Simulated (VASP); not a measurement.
# BC7 (P3m1) in VASP: notebook, part 2 of 2

VASP 6.6.1. The steps go on from the part before.

## Step 3: Single point, LDA

INCAR reads:

```
SYSTEM = BC7
PREC = Accurate ; ENCUT = 520
EDIFF = 1E-6 ; ISMEAR = 1
SIGMA = 0.05 ; LREAL = .False.
LASPH = .True. ; NELM = 80
ALGO = Normal ; ISIF = 2
LWAVE = .False. ; LCHARG = .False.
NBANDS = 26
```

KPOINTS reads:

```
regular mesh
0
Gamma
  10 10 3
  0 0 0
```

POSCAR reads:

```
BC7
1.0
    2.5358173000      0.0000000000      0.0000000000
   -1.2679086500      2.1960822000      0.0000000000
    0.0000000000      0.0000000000      8.5222680000
B C
1 7
Direct
    0.0000000000      0.0000000000      0.3228680000
    0.0000000000      0.0000000000      0.5121780000
    0.3333333333      0.6666666667      0.0000190000
    0.3333333333      0.6666666667      0.8162840000
    0.6666666667      0.3333333333      0.7549550000
    0.6666666667      0.3333333333      0.5735260000
    0.6666666667      0.3333333333      0.0635450000
    0.6666666667      0.3333333333      0.2390940000
```

Potentials or basis: VASP PAW LDA potentials, release 64 (B, C).

Run with:

```sh
$ cat potpaw_LDA.64/B/POTCAR potpaw_LDA.64/C/POTCAR > POTCAR
$ mpirun -np 1 vasp_std > vasp.out
```

OUTCAR:

```text
SYSTEM = BC7
   PREC = Accurate
   ENCUT = 520
   EDIFF = 1E-6
   ISMEAR = 1
   LREAL = .False.
   LASPH = .True.
   NELM = 80
   ISIF = 2

 ion  position               nearest neighbor table
   1  0.000  0.000  0.323-   2 1.61   8 1.63   8 1.63   8 1.63
   2  0.000  0.000  0.512-   6 1.55   6 1.55   6 1.55   1 1.61
   3  0.333  0.667  0.000-   7 1.56   7 1.56   7 1.56   4 1.57
   4  0.333  0.667  0.816-   5 1.55   5 1.55   5 1.55   3 1.57
   5  0.667  0.333  0.755-   6 1.55   4 1.55   4 1.55   4 1.55
   6  0.667  0.333  0.574-   5 1.55   2 1.55   2 1.55   2 1.55
   7  0.667  0.333  0.064-   8 1.50   3 1.56   3 1.56   3 1.56
   8  0.667  0.333  0.239-   7 1.50   1 1.63   1 1.63   1 1.63

  LATTYP: Found a hexagonal cell.
 ALAT       =     2.5358173000
 C/A-ratio  =     3.3607578906

  Lattice vectors:

 A1 = (   2.5358173000,   0.0000000000,   0.0000000000)
 A2 = (  -1.2679086500,   2.1960822000,   0.0000000000)
 A3 = (   0.0000000000,   0.0000000000,   8.5222680000)

Analysis of symmetry for initial positions (statically):
[... 194 lines left out ...]
  band No.  band energies     occupation
      1     -11.9568      2.00000
      2     -10.4558      2.00000
      3      -9.0327      2.00000
      4      -5.6490      2.00000
      5      -3.6671      2.00000
      6       2.2215      2.00000
[... 685 lines left out ...]
     25      19.4482      0.00000
     26      20.5089      0.00000

 [... further k-points ...]

------------------------ aborting loop because EDIFF is reached ----------------------------------------

  FORCE on cell =-STRESS in cart. coord.  units (eV):
  Direction    XX          YY          ZZ          XY          YZ          ZX
  --------------------------------------------------------------------------------------
  -------------------------------------------------------------------------------------
  Total       -3.7369171     -3.7369171     -3.9060886      0.0000000      0.0000000      0.0000000
  in kB     -126.1543734   -126.1543733   -131.8654227      0.0000000      0.0000000      0.0000000
  external PRESSURE =    -128.0580565 kB  Pullay stress =       0.0000000 kB

 VOLUME and BASIS-vectors are now :
 -----------------------------------------------------------------------------
  energy-cutoff  :      520.00
  volume of cell :       47.46
      direct lattice vectors                 reciprocal lattice vectors
     2.535817300  0.000000000  0.000000000     0.394350177  0.227678181  0.000000000
    -1.267908650  2.196082200  0.000000000     0.000000000  0.455356361  0.000000000
     0.000000000  0.000000000  8.522268000     0.000000000  0.000000000  0.117339657

 POSITION                                       TOTAL-FORCE (eV/Angst)
 -----------------------------------------------------------------------------------
      0.00000      0.00000      2.75157        -0.000000      0.000000     -0.033846
      0.00000      0.00000      4.36492        -0.000000      0.000000      0.165720
     -0.00000      1.46405      0.00016         0.000000      0.000000     -0.049564
     -0.00000      1.46405      6.95659         0.000000      0.000000     -0.002839
      1.26791      0.73203      6.43393        -0.000000      0.000000      0.061620
      1.26791      0.73203      4.88774        -0.000000      0.000000     -0.043797
      1.26791      0.73203      0.54155         0.000000     -0.000000      0.079549
      1.26791      0.73203      2.03762        -0.000000     -0.000000     -0.176842
 -----------------------------------------------------------------------------------
    total drift:                               -0.000000      0.000000     -0.000164

  FREE ENERGIE OF THE ION-ELECTRON SYSTEM (eV)
  ---------------------------------------------------
  free  energy   TOTEN  =       -77.2948442131 eV

  energy  without entropy=      -77.2940954775  energy(sigma->0) =      -77.29459463
```

OSZICAR:

```text
N       E                     dE             d eps       ncg     rms          rms(c)
DAV:   1     0.542615241632E+02    0.54262E+02   -0.15854E+04  1872   0.114E+03
DAV:   2    -0.751509185774E+02   -0.12941E+03   -0.12280E+03  2442   0.228E+02
DAV:   3    -0.802826148539E+02   -0.51317E+01   -0.50818E+01  2556   0.398E+01
DAV:   4    -0.803305641532E+02   -0.47949E-01   -0.47885E-01  2382   0.432E+00
DAV:   5    -0.803313234350E+02   -0.75928E-03   -0.75889E-03  2512   0.496E-01    0.107E+01
DAV:   6    -0.780435623320E+02    0.22878E+01   -0.26064E+00  2490   0.997E+00    0.621E+00
DAV:   7    -0.773942421695E+02    0.64932E+00   -0.18473E+00  2514   0.774E+00    0.261E+00
DAV:   8    -0.772953909962E+02    0.98851E-01   -0.46166E-01  2466   0.426E+00    0.113E+00
DAV:   9    -0.772967621637E+02   -0.13712E-02   -0.43936E-02  2238   0.124E+00    0.512E-01
DAV:  10    -0.772949478027E+02    0.18144E-02   -0.57327E-03  2438   0.446E-01    0.747E-02
DAV:  11    -0.772948411218E+02    0.10668E-03   -0.54758E-04  2600   0.159E-01    0.297E-02
DAV:  12    -0.772948441391E+02   -0.30173E-05   -0.10567E-04  2390   0.594E-02    0.128E-02
DAV:  13    -0.772948442131E+02   -0.74028E-07   -0.46632E-06  2344   0.131E-02
   1 F= -.77294844E+02 E0= -.77294595E+02  d E =-.748736E-03
```

stdout:

```text
POSCAR found type information on POSCAR B C
 POSCAR found :  2 types and       8 ions
 scaLAPACK will be used
 LDA part: xc-table for (Slater(with rela. corr.)+CA(PZ))
 , standard interpolation
 POSCAR, INCAR and KPOINTS ok, starting setup
 FFT: planning ... GRIDC
 FFT: planning ... GRID_SOFT
 FFT: planning ... GRID
 WAVECAR not read
 entering main loop
```

Wall time 60 s (1 thread of Intel Xeon 8259CL, shared host); peak memory 0.16 GiB.

What came out:

* Free energy: -77.2948 eV
* Pressure: -12.8 GPa
* Largest force: 0.177 eV/Å
* Band gap on the k mesh: zero (an odd number of electrons rules out a gap without spin polarisation)

Forces on the atoms (eV/Å):
```
B    0.000  0.000 -0.034
C    0.000  0.000  0.166
C    0.000  0.000 -0.050
C    0.000  0.000 -0.003
C    0.000  0.000  0.062
C    0.000  0.000 -0.044
C    0.000  0.000  0.080
C    0.000  0.000 -0.177
```

Levels at points of the mesh, in eV from the Fermi level:
```tsv
k point	band 13	band 14	band 15	band 16	band 17	band 18	band 19	band 20
(0.00, 0.00, 0.00)	0.00	0.48	2.46	2.46	6.23	6.23	6.64	8.13
(0.50, 0.00, 0.00)	-3.88	-3.01	-2.15	-0.45	5.36	6.01	6.75	7.55
```

Caveat: the cell stands under tension.

## Step 4: Single point, LDA

INCAR reads:

```
  PREC = Accurate
  ENCUT = 520
  EDIFF = 1E-6
  ISMEAR = 1
  SIGMA = 0.05
  LREAL = False
  LASPH = True
  NELM = 100
  ALGO = Normal
  ISIF = 2
  LWAVE = False
  LCHARG = True
  LELF = True
  LVHAR = True
  NBANDS = 26
```

KPOINTS reads:

```
Automatic mesh
0
Gamma
  10 10 3
```

POSCAR is that of step 3.

Run with:

```sh
$ cat potpaw_LDA.64/B/POTCAR potpaw_LDA.64/C/POTCAR > POTCAR
$ mpirun -np 1 vasp_std > vasp.out
```

Run time: 46 s. Hardware: 1 thread of Intel Xeon 8259CL, shared host; peak memory 0.16 GiB.

It converged, with:

| Property | Result |
| --- | --- |
| Free energy | -77.2948 eV |
| Pressure | -12.8 GPa |
| Largest force | 0.177 eV/Å |
| Band gap on the k mesh | zero (an odd number of electrons rules out a gap without spin polarisation) |

Forces on the atoms (eV/Å):
```
B    0.000  0.000 -0.034
C    0.000  0.000  0.166
C    0.000  0.000 -0.050
C    0.000  0.000 -0.003
C    0.000  0.000  0.062
C    0.000  0.000 -0.044
C    0.000  0.000  0.080
C    0.000  0.000 -0.177
```

Stress tensor (GPa, compression positive):
```
-12.62   0.00   0.00
  0.00 -12.62   0.00
  0.00   0.00 -13.19
```

Levels at points of the mesh, in eV from the Fermi level:
```csv
k point,band 13,band 14,band 15,band 16,band 17,band 18,band 19,band 20
"(0.00, 0.00, 0.00)",0.00,0.48,2.46,2.46,6.23,6.23,6.64,8.13
"(0.50, 0.00, 0.00)",-3.88,-3.01,-2.15,-0.45,5.36,6.01,6.75,7.55
```

Caveat: the cell stands under tension.
